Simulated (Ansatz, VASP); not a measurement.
**GaAs in VASP and in Ansatz**

The input INCAR:

```
PREC = Accurate
ENCUT = 520
EDIFF = 1E-6
ISMEAR = -1
SIGMA = 0.05
LREAL = False
LASPH = True
NELM = 80
ALGO = Normal
ISIF = 2
LWAVE = False
LCHARG = True
GGA = PE
LELF = True
LVHAR = True
NBANDS = 16
```

KPOINTS

```
regular mesh
0
Gamma
  11 11 11
```

File POSCAR:

```
GaAs
1.0
    0.0000000000      2.8268500000      2.8268500000
    2.8268500000      0.0000000000      2.8268500000
    2.8268500000      2.8268500000      0.0000000000
Ga As
1 1
Direct
    0.0000000000      0.0000000000      0.0000000000
    0.7500000000      0.7500000000      0.7500000000
```

Input for Ansatz:

```yaml
crystal:
  lattice:
    - [0.0, 2.82685, 2.82685]
    - [2.82685, 0.0, 2.82685]
    - [2.82685, 2.82685, 0.0]
  atoms:
    - { symbol: Ga, position: [0.0, 0.0, 0.0] }
    - { symbol: As, position: [0.75, 0.75, 0.75] }
kpoints:
  mp_grid: { grid: [11, 11, 11] }
scf:
  occupations: { method: fermi_dirac, width: 0.05 }
hamiltonian:
  xc: pbe
  pseudopotentials: { kind: all_electron, lapw: { basis_error: 0.0005 } }
output:
  forces: true
  stress: true
  eigenvalues: true
basis:
  ecutwfc: 180
```

Alike in both runs: task single point; functional PBE; k mesh 11 × 11 × 11; occupations fermi-dirac, width 0.05 eV; no spin polarisation.

|  | VASP | Ansatz |
| --- | --- | --- |
| version | VASP 6.6.1 | Ansatz 0.2.0 |
| potentials or method | VASP PAW PBE potentials, release 64 (Ga_d, As), cutoff 520 eV | all-electron LAPW, scalar-relativistic |

Ansatz gave:

```
pressure (GPa) : 3.6
```

Q: Estimate VASP's values.

A: Pressure (GPa): 3.5.

Ansatz ran all-electron here, and VASP with PAW potentials.
